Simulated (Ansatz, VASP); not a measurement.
## Na2Al2O: VASP beside Ansatz

```
Na Al O
1.0
     3.00775   -3.02113    0.00000
     3.00775    3.02113    0.00000
     0.00000    0.00000    8.06149
Na Al O
2 2 1
Cartesian
  1.5039 1.5106 4.0307
  1.5039 -1.5106 4.0307
  3.0077 0.0000 1.2948
  3.0077 0.0000 6.7667
  0.0000 0.0000 4.0307
```

Alike in both runs: functional PBE; k mesh 10 × 10 × 6; occupations gaussian, width 0.1 eV; no spin polarisation.

Ansatz relaxed the structure, and its values are those at the end. VASP's run is a single point on that final structure, the one shown.

|  | VASP | Ansatz |
| --- | --- | --- |
| version | VASP 6.6.1 | Ansatz 0.2.0 |
| potentials or method | VASP PAW PBE potentials, release 64 (Na_pv, Al, O), cutoff 520 eV | scalar-relativistic, plane waves, PAW |
| valence electrons in the cell | 26 | 30 |

```tsv
	VASP	Ansatz	Ansatz less VASP
gap on the k mesh at the Fermi level (eV)	none	none	-
pressure (GPa)	0.1	0.0	-0.08
```

A gap of «none» marks a metal or a gap that the smearing closes. VASP's potentials hold 26 valence electrons a cell and Ansatz's 30, so a difference there can come from the potentials and not from the codes.
